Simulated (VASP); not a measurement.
A run of VASP 6.6.1 is set up as follows.

The input INCAR:

```
SYSTEM = BiSb3O2
PREC     = Accurate       ! precision mode
ENCUT    = 600            ! plane-wave cutoff, eV
EDIFF    = 1E-6           ! SCF threshold, eV
ISMEAR   = 0              ! smearing method
SIGMA    = 0.1            ! smearing width, eV
LREAL    = .False.        ! projectors in reciprocal space
LASPH    = .True.         ! aspherical terms in the spheres
NELM     = 100            ! most SCF steps
ALGO     = Normal         ! electronic algorithm
ISIF     = 3              ! what is computed and relaxed
LWAVE    = .False.        ! write WAVECAR
LCHARG   = .False.        ! write CHGCAR
GGA      = PE             ! functional
IBRION   = 2              ! ionic algorithm
NSW      = 100            ! ionic steps
EDIFFG   = -0.01          ! ionic threshold
```

File KPOINTS:

```
regular mesh
0
Gamma
  6 6 10
  0 0 0
```

Contents of POSCAR:

```
BiSb3O2
1.0
    6.4265801588      0.0000000000      0.0000000000
   -3.2132900794      5.5655816770      0.0000000000
    0.0000000000      0.0000000000      3.5324963545
Sb Bi O
3 1 2
Direct
    0.0000000000      0.5000000000      0.0000000000
    0.5000000000      0.5000000000      0.0000000000
    0.5000000000      0.0000000000      0.0000000000
    0.0000000000      0.0000000000      0.5000000000
    0.6666666667      0.3333333333      0.5000000000
    0.3333333333      0.6666666667      0.5000000000
```

Potentials or basis: VASP PAW PBE potentials, release 64 (Sb, Bi_d, O).

Command:

```console
$ cat potpaw_PBE.64/Sb/POTCAR potpaw_PBE.64/Bi_d/POTCAR potpaw_PBE.64/O/POTCAR > POTCAR
$ mpirun -np 1 vasp_std > vasp.out
```

**Question.** What does it give for the space group after relaxing (to 0.05 Å)?

**Answer.** P6/mmm (No. 191).

**Question.** Estimate the band gap on the k mesh.

**Answer.** Zero (band 21 reaches 10.01 eV, above the bottom of band 22 at 7.11 eV).

**Question.** Predict the relaxed cell.

**Answer.** a = 6.473 Å, b = 6.473 Å, c = 3.442 Å, α = 90.00°, β = 90.00°, γ = 120.00°.

The path:
| step | energy change (eV) | largest force (eV/Å) | pressure (GPa) | volume (Å³) |
| --- | --- | --- | --- | --- |
| 1 | 0.0000 | 0.0000 | -1.19 | 126.35 |
| 2 | -0.0168 | 0.0000 | 0.76 | 123.50 |
| 3 | -0.0171 | 0.0000 | 0.52 | 123.81 |
| 4 | -0.0236 | 0.0000 | 0.28 | 124.32 |
| 5 | -0.0255 | 0.0000 | 0.07 | 124.80 |
| 6 | -0.0255 | 0.0000 | 0.08 | 124.77 |
| 7 | -0.0256 | 0.0000 | -0.06 | 124.98 |
| 8 | -0.0256 | 0.0000 | -0.02 | 124.89 |

Caveat: spin-orbit coupling is left out, which moves the levels of the heavy elements.
